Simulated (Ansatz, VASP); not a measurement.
# Two plane-wave programs on ScAl2N3

The input INCAR:

```
SYSTEM = ScAl2N3
ALGO     = Normal         ! electronic algorithm
EDIFF    = 1E-6           ! SCF threshold, eV
ENCUT    = 520            ! plane-wave cutoff, eV
GGA      = PE             ! functional
ISIF     = 2              ! what is computed and relaxed
ISMEAR   = 0              ! smearing method
LASPH    = .True.         ! aspherical terms in the spheres
LCHARG   = .False.        ! write CHGCAR
LREAL    = .False.        ! projectors in reciprocal space
LWAVE    = .False.        ! write WAVECAR
NBANDS   = 25             ! bands
NELM     = 60             ! most SCF steps
PREC     = Accurate       ! precision mode
SIGMA    = 0.1            ! smearing width, eV
```

File KPOINTS:

```
k-points
0
Gamma
  6 6 4
  0 0 0
```

File POSCAR:

```
ScAl2N3
1.0
    3.6491762500      0.0000000000      0.0000000000
   -1.8245881300      3.1602793400      0.0000000000
    0.0000000000      0.0000000000      6.8689394400
Sc Al N
1 2 3
Direct
    0.0000000000      0.0000000000      0.5000000000
    0.0000000000      0.0000000000      0.1557172800
    0.0000000000      0.0000000000      0.8442827200
    0.5000000000      0.0000000000      0.0000000000
    0.0000000000      0.5000000000      0.0000000000
    0.5000000000      0.5000000000      0.0000000000
```

Input for Ansatz:

```yaml
crystal:
  lattice:
    - [3.64917625, 0.0, 0.0]
    - [-1.82458813, 3.16027934, 0.0]
    - [0.0, 0.0, 6.86893944]
  atoms:
    - { symbol: Sc, position: [0.0, 0.0, 0.5] }
    - { symbol: Al, position: [0.0, 0.0, 0.15571728] }
    - { symbol: Al, position: [0.0, 0.0, 0.84428272] }
    - { symbol: "N", position: [0.5, 0.0, 0.0] }
    - { symbol: "N", position: [0.0, 0.5, 0.0] }
    - { symbol: "N", position: [0.5, 0.5, 0.0] }
basis:
  ecutwfc: 420
kpoints:
  mp_grid: { grid: [6, 6, 4] }
hamiltonian:
  xc: pbe
scf:
  occupations: { method: gaussian, width: 0.1 }
  lower_state_search: "off"
output:
  forces: true
  stress: true
  eigenvalues: true
```

Alike in both runs: task single point; functional PBE; k mesh 6 × 6 × 4; occupations gaussian, width 0.1 eV; no spin polarisation.

|  | VASP | Ansatz |
| --- | --- | --- |
| version | VASP 6.6.1 | Ansatz 0.2.0 |
| potentials or method | VASP PAW PBE potentials, release 64 (Sc_sv, Al, N), cutoff 520 eV | scalar-relativistic, plane waves, PAW |
| valence electrons in the cell | 32 | 32 |

```csv
,VASP,Ansatz,Ansatz less VASP
gap on the k mesh at the Fermi level (eV),none,none,-
rms of the force components (eV/Å),0.848,0.859,+0.0117
```

Atom by atom the forces differ by 0.012 eV/Å (rms over components). A gap of «none» marks a metal or a gap that the smearing closes.
